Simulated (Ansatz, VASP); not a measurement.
# InSe: VASP beside Ansatz

```
CELL_PARAMETERS angstrom
3.96000 0.00000 0.00000
-1.98000 3.42946 0.00000
0.00000 0.00000 36.72119
ATOMIC_POSITIONS crystal
Se 0.00000 0.00000 0.42665
Se 0.00000 0.00000 0.57332
In 0.66667 0.33333 0.46193
In 0.66667 0.33333 0.53804
```

Alike in both runs: task single point; functional PBE; dispersion D3(BJ); k mesh 9 × 9 × 1; occupations gaussian, width 0.02 eV; no spin polarisation.

|  | VASP | Ansatz |
| --- | --- | --- |
| version | VASP 6.6.1 | Ansatz 0.2.0 |
| potentials or method | VASP PAW PBE potentials, release 64 (Se, In_d), cutoff 520 eV | scalar-relativistic, plane waves, PAW |
| valence electrons in the cell | 38 | 58 |

Ansatz gave:

```
gap on the k mesh at the Fermi level (eV) : 1.83
least direct gap on the mesh (eV)         : 1.92
rms of the force components (eV/Å)        : 0.153
```

Q: Which values does VASP return?

A: gap on the k mesh at the Fermi level (eV): 1.82; least direct gap on the mesh (eV): 1.91; rms of the force components (eV/Å): 0.162.

VASP's potentials hold 38 valence electrons a cell and Ansatz's 58, so a difference there can come from the potentials and not from the codes.
